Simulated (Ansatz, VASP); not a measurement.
# RbH2 in VASP and in Ansatz

The input INCAR:

```
PREC = Accurate
ENCUT = 600
EDIFF = 1E-7
ISMEAR = 0
SIGMA = 0.1
LREAL = F
LASPH = T
NELM = 100
ALGO = Normal
ISIF = 3
LWAVE = F
LCHARG = F
GGA = PE
IBRION = 2
NSW = 90
EDIFFG = -0.04
```

KPOINTS

```
Automatic mesh
0
Gamma
  4 4 4
```

File POSCAR:

```
RbH2
1.0
    4.5839866600      0.0000000000      0.0000000000
    0.0000000000      4.5839866600      0.0000000000
    0.0000000000      0.0000000000      4.7703265400
Rb H
2 4
Direct
    0.0000000000      0.0000000000      0.0000000000
    0.5000000000      0.5000000000      0.5000000000
    0.4298980200      0.5701019800      0.0000000000
    0.5701019800      0.4298980200      0.0000000000
    0.9298980200      0.9298980200      0.5000000000
    0.0701019800      0.0701019800      0.5000000000
```

Input for Ansatz:

```yaml
crystal:
  lattice:
    - [4.58398666, 0.0, 0.0]
    - [0.0, 4.58398666, 0.0]
    - [0.0, 0.0, 4.77032654]
  atoms:
    - { symbol: Rb, position: [0.0, 0.0, 0.0] }
    - { symbol: Rb, position: [0.5, 0.5, 0.5] }
    - { symbol: H, position: [0.42989802, 0.57010198, 0.0] }
    - { symbol: H, position: [0.57010198, 0.42989802, 0.0] }
    - { symbol: H, position: [0.92989802, 0.92989802, 0.5] }
    - { symbol: H, position: [0.07010198, 0.07010198, 0.5] }
basis:
  ecutwfc: 420
kpoints:
  mp_grid: { grid: [4, 4, 4] }
hamiltonian:
  xc: pbe
scf:
  occupations: { method: gaussian, width: 0.1 }
  lower_state_search: "off"
output:
  forces: true
  stress: true
  eigenvalues: true
relax:
  adjacent_minimum: "off"
  f_tol: 0.04
  max_steps: 70
  cell: { stress_tol: 0.4 }
```

Alike in both runs: task relaxation of cell and atoms; functional PBE; k mesh 4 × 4 × 4; occupations gaussian, width 0.1 eV; no spin polarisation.

|  | VASP | Ansatz |
| --- | --- | --- |
| version | VASP 6.6.1 | Ansatz 0.2.0 |
| potentials or method | VASP PAW PBE potentials, release 64 (Rb_sv, H), cutoff 600 eV | scalar-relativistic, plane waves, PAW |
| valence electrons in the cell | 22 | 22 |

VASP gave:

```
gap on the k mesh at the Fermi level, each at its own relaxed structure (eV) : none
relaxed volume (Å³/atom)                                                     : 37.02
relaxed cell length with the largest relative difference (Å)                 : 6.633
```

Q: Estimate Ansatz's values.

A: gap on the k mesh at the Fermi level, each at its own relaxed structure (eV): none; relaxed volume (Å³/atom): 40.87; relaxed cell length with the largest relative difference (Å): 6.946.

A gap of «none» marks a metal or a gap that the smearing closes. One of these differences is far larger than is usual between the two programs; its cause wasn't traced.

Noted on VASP's run: the volume moved by over 15 % at a fixed basis, so the end points are rough.
